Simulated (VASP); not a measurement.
# Ti (P6/mmm) in VASP: notebook

Runs on Ti. Level: r2SCAN. Tasks: single point.

All numbers are computed with VASP 6.6.1; they aren't measurements. Logs are shortened: lines on timing, memory, paths and dates and some standing lists are left out, and cuts for length are marked.

## 1. The cell of the first run

Symmetry: P6/mmm, No. 191, hexagonal system. Conventional cell: a = 4.340 Å, b = 4.340 Å, c = 2.966 Å, α = 90.00°, β = 90.00°, γ = 120.00°. Ti (site symmetry 6/mmm) has 14 Ti at 2.91 to 2.97 Å within 3.8 Å. Ti (site symmetry -6m2) has 11 Ti at 2.51 to 2.97 Å within 3.3 Å.

## 2. Single point, r2SCAN (strain -0.050 along x and y, +0.050 along z)

POSCAR reads:

```
Ti
1.0
    4.3396206209      0.0000000000      0.0000000000
   -2.1698103104      3.7582217005      0.0000000000
    0.0000000000      0.0000000000      2.9657910836
Ti
3
Direct
    0.0000000000      0.0000000000      0.0000000000
    0.3333333333      0.6666666667      0.5000000000
    0.6666666667      0.3333333333      0.5000000000
```

INCAR.step1 reads:

```
PREC = Accurate
ENCUT = 520
ISMEAR = 0
SIGMA = 0.15
LREAL = F
LASPH = T
NELM = 80
NBANDS = 25
GGA = PE
ALGO = Normal
EDIFF = 1E-4
LWAVE = T
LCHARG = F
```

INCAR.step2 reads:

```
PREC = Accurate
ENCUT = 520
EDIFF = 1E-7
ISMEAR = 0
SIGMA = 0.15
LREAL = F
LASPH = T
NELM = 80
ALGO = Normal
ISIF = 2
LWAVE = F
LCHARG = F
METAGGA = R2SCAN
LMIXTAU = T
NBANDS = 25
ISTART = 1
```

KPOINTS reads:

```
regular mesh
0
Gamma
  12 12 16
```

Potentials or basis: VASP PAW PBE potentials, release 64 (Ti_sv).

Started as:

```sh
cat potpaw_PBE.64/Ti_sv/POTCAR > POTCAR
cp INCAR.step1 INCAR
mpirun -np 1 vasp_std > vasp.out
cp INCAR.step2 INCAR
mpirun -np 1 vasp_std > vasp.out
```

OUTCAR:

```text
PREC = Accurate
   ENCUT = 520
   EDIFF = 1E-7
   ISMEAR = 0
   LREAL = F
   LASPH = T
   NELM = 80
   ISIF = 2
   METAGGA = R2SCAN
   ISTART = 1

 ion  position               nearest neighbor table
   1  0.000  0.000  0.000-   2 2.91   3 2.91   2 2.91   3 2.91   2 2.91   2 2.91   3 2.91   3 2.91
                             3 2.91   3 2.91   2 2.91   2 2.91
   2  0.333  0.667  0.500-   3 2.51   3 2.51   3 2.51   1 2.91   1 2.91   1 2.91   1 2.91   1 2.91
                             1 2.91
   3  0.667  0.333  0.500-   2 2.51   2 2.51   2 2.51   1 2.91   1 2.91   1 2.91   1 2.91   1 2.91
                             1 2.91

  LATTYP: Found a hexagonal cell.
 ALAT       =     4.3396206209
 C/A-ratio  =     0.6834217418

  Lattice vectors:

 A1 = (   4.3396206209,   0.0000000000,   0.0000000000)
 A2 = (  -2.1698103104,   3.7582217005,   0.0000000000)
 A3 = (   0.0000000000,   0.0000000000,   2.9657910836)

Analysis of symmetry for initial positions (statically):
=====================================================================
 Subroutine PRICEL returns:
 Original cell was already a primitive cell.

 Routine SETGRP: Setting up the symmetry group for a
 hexagonal supercell.

 Subroutine GETGRP returns: Found 24 space group operations
 (whereof 24 operations were pure point group operations)
 out of a pool of 24 trial point group operations.

The static configuration has the point symmetry D_6h.

Analysis of symmetry for dynamics (positions and initial velocities):
=====================================================================
 Subroutine PRICEL returns:
 Original cell was already a primitive cell.

 Routine SETGRP: Setting up the symmetry group for a
 hexagonal supercell.

 Subroutine GETGRP returns: Found 24 space group operations
 (whereof 24 operations were pure point group operations)
 out of a pool of 24 trial point group operations.

The dynamic configuration has the point symmetry D_6h.

 Subroutine INISYM returns: Found 24 space group operations
 (whereof 24 operations are pure point group operations),
 and found     1 'primitive' translations

----------------------------------------------------------------------------------------

                                     Primitive cell

  volume of cell :      48.3698

  direct lattice vectors                    reciprocal lattice vectors
     4.339620621  0.000000000  0.000000000     0.230434890  0.133041646  0.000000000
    -2.169810310  3.758221701  0.000000000     0.000000000  0.266083291  0.000000000
     0.000000000  0.000000000  2.965791084     0.000000000  0.000000000  0.337178167

  length of vectors
     4.339620621  4.339620621  2.965791084     0.266083291  0.266083291  0.337178167

  position of ions in fractional coordinates (direct lattice)
     0.000000000  0.000000000  0.000000000
     0.333333333  0.666666667  0.500000000
     0.666666667  0.333333333  0.500000000

  ion indices of the primitive-cell ions
   primitive index   ion index
                 1           1
                 2           2
                 3           3

----------------------------------------------------------------------------------------

 KPOINTS: regular mesh

Automatic generation of k-mesh.
 Grid dimensions read from file:
 generate k-points for:   12   12   16

 Generating k-lattice:

  Cartesian coordinates                     Fractional coordinates (reciprocal lattice)
     0.019202907  0.011086804  0.000000000     0.083333333  0.000000000  0.000000000
     0.000000000  0.022173608  0.000000000     0.000000000  0.083333333  0.000000000
     0.000000000  0.000000000  0.021073635     0.000000000  0.000000000  0.062500000

  Length of vectors
     0.022173608  0.022173608  0.021073635

  Shift w.r.t. Gamma in fractional coordinates (k-lattice)
     0.000000000  0.000000000  0.000000000

 Subroutine IBZKPT returns following result:
 ===========================================

 Found    171 irreducible k-points:

 Following reciprocal coordinates:
            Coordinates               Weight
  0.000000  0.000000  0.000000      1.000000
  0.083333  0.000000  0.000000      6.000000
  0.166667  0.000000  0.000000      6.000000
  0.250000  0.000000  0.000000      6.000000
  0.333333 -0.000000  0.000000      6.000000
  0.416667  0.000000  0.000000      6.000000
[... 16 lines left out ...]
  0.250000  0.000000  0.062500     12.000000
  0.333333 -0.000000  0.062500     12.000000
 [... further k-points ...]
   k-points           NKPTS =    171   k-points in BZ     NKDIM =    171   number of bands    NBANDS=     25
   number of dos      NEDOS =    301   number of ions     NIONS =      3
   total plane-waves  NPLWV =  24576
   dimension x,y,z NGX =    32 NGY =   32 NGZ =   24
   dimension x,y,z NGXF=    64 NGYF=   64 NGZF=   48
   ions per type =               3
   NGX,Y,Z   is equivalent  to a cutoff of  12.26, 12.26, 13.45 a.u.
   NGXF,Y,Z  is equivalent  to a cutoff of  24.52, 24.52, 26.91 a.u.
 SYSTEM =  unknown system
   PREC   = accura    normal or accurate (medium, high low for compatibility)
   ISTART =      1    job   : 0-new  1-cont  2-samecut
   ICHARG =      0    charge: 1-file 2-atom 10-const
   ISPIN  =      1    spin polarized calculation?
   LNONCOLLINEAR =      F non collinear calculations
   LSORBIT =      F    spin-orbit coupling
   LASPH  =      T    aspherical Exc in radial PAW
   ENCUT  =  520.0 eV  38.22 Ry    6.18 a.u.   8.07  8.07  5.51*2*pi/ulx,y,z
   NELM   =     80;   NELMIN=  2; NELMDL=  0     # of ELM steps
   EDIFF  = 0.1E-06   stopping-criterion for ELM
   LREAL  =      F    real-space projection
   EDIFFG = 0.1E-05   stopping-criterion for IOM
   NSW    =      0    number of steps for IOM
   IBRION =     -1    ionic relax: 0-MD 1-quasi-New 2-CG
   NFREE  =      0    steps in history (QN), initial steepest desc. (CG)
   ISIF   =      2    stress and relaxation
   ISYM   =      2    0-nonsym 1-usesym 2-fastsym
   POTIM  = 0.5000    time-step for ionic-motion
   TEBEG  =    0.0;   TEEND  =   0.0 temperature during run
   PSTRESS=    0.0 pullay stress
   NELECT =      36.0000    total number of electrons
   NUPDOWN=      -1.0000    fix difference up-down
   EMIN   =  10.00;   EMAX   =-10.00  energy-range for DOS
   EFERMI =   0.00;   METHOD = LEGACY
   ISMEAR =     0;   SIGMA  =   0.15  broadening in eV -4-tet -1-fermi 0-gaus
   EFERMI_NEDOS =   21; number of points for ismear=-14 and -15
   IALGO  =     38    algorithm
   IMIX   =      4    mixing-type and parameters
     AMIX     =   0.40;   BMIX     =  1.00
     AMIX_MAG =   1.60;   BMIX_MAG =  1.00
  volume/ion in A,a.u.               =      16.12       108.81
  Fermi-wavevector in a.u.,A,eV,Ry     =   1.483602  2.803601 29.947444  2.201075
  Thomas-Fermi vector in A             =   2.597243
   LORBIT       =      0    0 simple, 1 ext, 2 COOP (PROOUT), +10 PAW based schemes
   METAGGA = R2SCAN    functional components
   LHFCALC =     F    Hartree Fock is set to
   AEXX    =    0.0000 exact exchange contribution
   IVDW    =     0    specifies the selected vdW correction
   LEPSILON=     F    determine dielectric tensor
   LRPA    =     F    only Hartree local field effects (RPA)
 non-spin polarized calculation
 Gauss-broadening in eV      SIGMA  =   0.15
  energy-cutoff  :      520.00
  volume of cell :       48.37
 maximum number of plane-waves:      1320
   NGX = 17   NGY = 17   NGZ = 11

 number of electron      35.9999995 magnetization

 Free energy of the ion-electron system (eV)
  ---------------------------------------------------
  ext. energy  EPLUGINS =         0.00000000
  ---------------------------------------------------
  free energy    TOTEN  =       -38.64795046 eV

  energy without entropy =      -38.61994030  energy(sigma->0) =      -38.63394538

 E-fermi :   9.1771     XC(G=0): -12.7753

 val. band max:        9.1744410332   @ k =   0.2500   0.2500   0.0625
 cond. band min:       9.1834513420   @ k =   0.2500   0.2500   0.3750
 fundamental gap:      0.0090103088
 Fermi energy:         9.1771239678

 k-point     1 :       0.0000    0.0000    0.0000
  band No.  band energies     occupation
      1     -50.0735      2.00000
      2     -49.7728      2.00000
      3     -49.4847      2.00000
      4     -25.3693      2.00000
      5     -25.3693      2.00000
      6     -25.3670      2.00000
[... 17 lines left out ...]
     24      10.7235      0.00000
     25      10.7339      0.00000

 k-point     2 :       0.0833    0.0000    0.0000
  band No.  band energies     occupation
      1     -50.0715      2.00000
      2     -49.7702      2.00000
      3     -49.4897      2.00000
      4     -25.4463      2.00000
      5     -25.4351      2.00000
      6     -25.2906      2.00000
[... 17 lines left out ...]
     24      10.8344      0.00000
     25      11.0246      0.00000

 k-point     3 :       0.1667    0.0000    0.0000
  band No.  band energies     occupation
      1     -50.0660      2.00000
      2     -49.7621      2.00000
      3     -49.5040      2.00000
      4     -25.5194      2.00000
      5     -25.4721      2.00000
      6     -25.2193      2.00000
[... 17 lines left out ...]
     24      11.0830      0.00000
     25      11.3881      0.00000

 k-point     4 :       0.2500    0.0000    0.0000
  band No.  band energies     occupation
      1     -50.0589      2.00000
      2     -49.7482      2.00000
      3     -49.5261      2.00000
      4     -25.5823      2.00000
      5     -25.4732      2.00000
      6     -25.1589      2.00000
[... 17 lines left out ...]
     24      11.4041      0.00000
     25      11.7487      0.00000
[... 477 lines left out ...]
 k-point    22 :       0.1667    0.0000    0.0625
  band No.  band energies     occupation
      1     -50.0640      2.00000
      2     -49.7616      2.00000
      3     -49.5028      2.00000
      4     -25.5145      2.00000
      5     -25.4682      2.00000
      6     -25.2194      2.00000
[... 17 lines left out ...]
     24      11.0388      0.00000
     25      11.5045      0.00000

 k-point    23 :       0.2500    0.0000    0.0625
  band No.  band energies     occupation
      1     -50.0570      2.00000
      2     -49.7474      2.00000
      3     -49.5249      2.00000
      4     -25.5766      2.00000
      5     -25.4701      2.00000
      6     -25.1605      2.00000
[... 17 lines left out ...]
     24      11.3599      0.00000
     25      11.8752      0.00000

 k-point    24 :       0.3333   -0.0000    0.0625
  band No.  band energies     occupation
      1     -50.0504      2.00000
      2     -49.7281      2.00000
      3     -49.5517      2.00000
      4     -25.6243      2.00000
      5     -25.4372      2.00000
      6     -25.1162      2.00000
[... 17 lines left out ...]
     24      11.7099      0.00000
     25      11.7481      0.00000

 [... further k-points ...]

------------------------ aborting loop because EDIFF is reached ----------------------------------------

  FORCE on cell =-STRESS in cart. coord.  units (eV):
  Direction    XX          YY          ZZ          XY          YZ          ZX
  --------------------------------------------------------------------------------------
  -------------------------------------------------------------------------------------
  Total        4.0636946      4.0636946     -1.6861041      0.0000000      0.0000000      0.0000000
  in kB      134.6036793    134.6036793    -55.8496221      0.0000000      0.0000000      0.0000000
  external PRESSURE =      71.1192455 kB  Pullay stress =       0.0000000 kB

 VOLUME and BASIS-vectors are now :
 -----------------------------------------------------------------------------
  energy-cutoff  :      520.00
  volume of cell :       48.37
      direct lattice vectors                 reciprocal lattice vectors
     4.339620621  0.000000000  0.000000000     0.230434890  0.133041646  0.000000000
    -2.169810310  3.758221701  0.000000000     0.000000000  0.266083291  0.000000000
     0.000000000  0.000000000  2.965791084     0.000000000  0.000000000  0.337178167

 POSITION                                       TOTAL-FORCE (eV/Angst)
 -----------------------------------------------------------------------------------
      0.00000      0.00000      0.00000        -0.000000      0.000000      0.000000
     -0.00000      2.50548      1.48290        -0.000000      0.000000      0.000000
      2.16981      1.25274      1.48290         0.000000     -0.000000      0.000000
 -----------------------------------------------------------------------------------
    total drift:                               -0.000000      0.000000      0.000000

  FREE ENERGIE OF THE ION-ELECTRON SYSTEM (eV)
  ---------------------------------------------------
  free  energy   TOTEN  =       -38.6479504636 eV

  energy  without entropy=      -38.6199403030  energy(sigma->0) =      -38.63394538
```

It took 10 min on 1 thread of Intel Xeon Platinum 8259CL at 2.50GHz (Skylake/Cascade Lake), shared host; peak memory 0.28 GiB.

What came out:

```yaml
Free_energy: -38.6480 eV
Pressure: 7.1 GPa
Band_gap_on_the_k_mesh: zero (band 18 reaches 9.63 eV, above the bottom of band 19 at 8.98 eV)
```

Caveat: the cell differs from its parent crystal (strain -0.050 along x and y, +0.050 along z); the PAW data sets were made with another functional, which shifts forces and pressure a little.

## 3. Single point, r2SCAN (strain +0.000 along x and y, -0.050 along z)

POSCAR reads:

```
Ti
1.0
    4.5680217062      0.0000000000      0.0000000000
   -2.2840108531      3.9560228426      0.0000000000
    0.0000000000      0.0000000000      2.6833347900
Ti
3
Direct
    0.0000000000      0.0000000000      0.0000000000
    0.3333333333      0.6666666667      0.5000000000
    0.6666666667      0.3333333333      0.5000000000
```

INCAR.step1 reads:

```
SYSTEM = Ti
PREC = Accurate ; ENCUT = 520
ISMEAR = 0 ; SIGMA = 0.15
LREAL = .FALSE. ; LASPH = .TRUE.
NELM = 80 ; NBANDS = 25
GGA = PE ; ALGO = Normal
EDIFF = 1E-4 ; LWAVE = .TRUE.
LCHARG = .FALSE.
```

INCAR.step2 reads:

```
SYSTEM = Ti
PREC = Accurate ; ENCUT = 520
EDIFF = 1E-6 ; ISMEAR = 0
SIGMA = 0.15 ; LREAL = .FALSE.
LASPH = .TRUE. ; NELM = 80
ALGO = Normal ; ISIF = 2
LWAVE = .FALSE. ; LCHARG = .FALSE.
METAGGA = R2SCAN ; LMIXTAU = .TRUE.
NBANDS = 25 ; ISTART = 1
```

KPOINTS reads:

```
Automatic mesh
0
G
  12 12 16
  0 0 0
```

Potentials or basis: VASP PAW PBE potentials, release 64 (Ti_sv).

Started as:

```sh
cat potpaw_PBE.64/Ti_sv/POTCAR > POTCAR
cp INCAR.step1 INCAR
mpirun -np 1 vasp_std > vasp.out
cp INCAR.step2 INCAR
mpirun -np 1 vasp_std > vasp.out
```

Run time: 13 min. Hardware: 1 thread of Intel Xeon Platinum 8259CL at 2.50GHz (Skylake/Cascade Lake), shared host; peak memory 0.28 GiB.

Results (log left out):

- Free energy: -38.7837 eV
- Pressure: 7.6 GPa
- Band gap on the k mesh: zero (band 18 reaches 9.07 eV, above the bottom of band 19 at 8.80 eV)

Stress tensor (GPa, compression positive):
```
 3.41  0.00  0.00
 0.00  3.41  0.00
 0.00  0.00 16.04
```

Levels at points of the mesh, in eV from the Fermi level:
```csv
k point,band 15,band 16,band 17,band 18,band 19,band 20,band 21,band 22
"(0.00, 0.00, 0.00)",-0.82,-0.82,-0.79,-0.79,-0.18,0.60,1.53,1.53
"(0.50, 0.00, 0.00)",-2.84,-0.47,-0.44,-0.40,0.02,0.45,0.92,1.73
"(0.00, 0.00, 0.50)",-2.02,-1.82,-1.82,-1.56,1.04,1.04,1.65,1.65
"(0.50, 0.00, 0.50)",-1.97,-1.33,-0.72,-0.43,0.47,1.16,1.31,1.37
```

Caveat: the cell differs from its parent crystal (strain +0.000 along x and y, -0.050 along z); the PAW data sets were made with another functional, which shifts forces and pressure a little.

## 4. Single point, r2SCAN (strain -0.025 along x and y, +0.000 along z)

POSCAR reads:

```
Ti
1.0
    4.4538211635      0.0000000000      0.0000000000
   -2.2269105818      3.8571222715      0.0000000000
    0.0000000000      0.0000000000      2.8245629368
Ti
3
Direct
    0.0000000000      0.0000000000      0.0000000000
    0.3333333333      0.6666666667      0.5000000000
    0.6666666667      0.3333333333      0.5000000000
```

INCAR.step1 reads:

```
PREC = Accurate ; ENCUT = 520
ISMEAR = 0 ; SIGMA = 0.15
LREAL = F ; LASPH = T
NELM = 100 ; NBANDS = 25
GGA = PE ; ALGO = Normal
EDIFF = 1E-4 ; LWAVE = T
LCHARG = F
```

INCAR.step2 reads:

```
PREC = Accurate ; ENCUT = 520
EDIFF = 1E-7 ; ISMEAR = 0
SIGMA = 0.15 ; LREAL = F
LASPH = T ; NELM = 100
ALGO = Normal ; ISIF = 2
LWAVE = F ; LCHARG = T
METAGGA = R2SCAN ; LMIXTAU = T
LELF = T ; LVHAR = T
NBANDS = 25 ; ISTART = 1
```

KPOINTS reads:

```
regular mesh
0
Gamma
  12 12 16
```

Started as:

```sh
cat potpaw_PBE.64/Ti_sv/POTCAR > POTCAR
cp INCAR.step1 INCAR
mpirun -np 1 vasp_std > vasp.out
cp INCAR.step2 INCAR
mpirun -np 1 vasp_std > vasp.out
```

It took 15 min on 1 thread of Intel Xeon Platinum 8259CL at 2.50GHz (Skylake/Cascade Lake), shared host; peak memory 0.29 GiB.

It converged, with:

```yaml
Free_energy: -38.8412 eV
Pressure: 6.9 GPa
Band_gap_on_the_k_mesh: zero (band 18 reaches 9.39 eV, above the bottom of band 19 at 8.96 eV)
```

Stress tensor (GPa, compression positive):
```
8.54 0.00 0.00
0.00 8.54 0.00
0.00 0.00 3.55
```

Levels at points of the mesh, in eV from the Fermi level:
```tsv
k point	band 14	band 15	band 16	band 17	band 18	band 19	band 20	band 21	band 22	band 23
(0.00, 0.00, 0.00)	-2.25	-0.79	-0.79	-0.76	-0.76	0.16	0.99	1.51	1.51	1.88
(0.50, 0.00, 0.00)	-3.85	-2.93	-0.51	-0.35	-0.35	0.10	0.78	0.96	1.23	1.99
(0.00, 0.00, 0.50)	-2.41	-2.41	-2.13	-1.95	-1.95	1.25	1.25	1.43	1.43	3.40
(0.50, 0.00, 0.50)	-2.36	-1.95	-1.41	-0.95	-0.92	0.45	0.89	0.99	1.20	2.52
```

Caveat: the cell differs from its parent crystal (strain -0.025 along x and y, +0.000 along z); the PAW data sets were made with another functional, which shifts forces and pressure a little.

## 5. Overview

| cell | gap on the mesh (eV) | pressure (GPa) |
| --- | --- | --- |
| a = 4.340, b = 4.340, c = 2.966 Å, angles 90.0, 90.0, 120.0°, 3 atoms | none | 7.1 |
| a = 4.568, b = 4.568, c = 2.683 Å, angles 90.0, 90.0, 120.0°, 3 atoms | none | 7.6 |
| a = 4.454, b = 4.454, c = 2.825 Å, angles 90.0, 90.0, 120.0°, 3 atoms | none | 6.9 |

Alike in all rows: task single point; level r2SCAN; potentials or basis VASP PAW PBE potentials, release 64 (Ti_sv); no spin polarisation; k mesh 12 × 12 × 16; cutoff (eV) 520; smearing gaussian 0.15 eV.

Caveats: the PAW data sets were made with another functional, which shifts forces and pressure a little.

Total energies depend on the potentials used, so only differences within one code and one set of settings carry meaning.
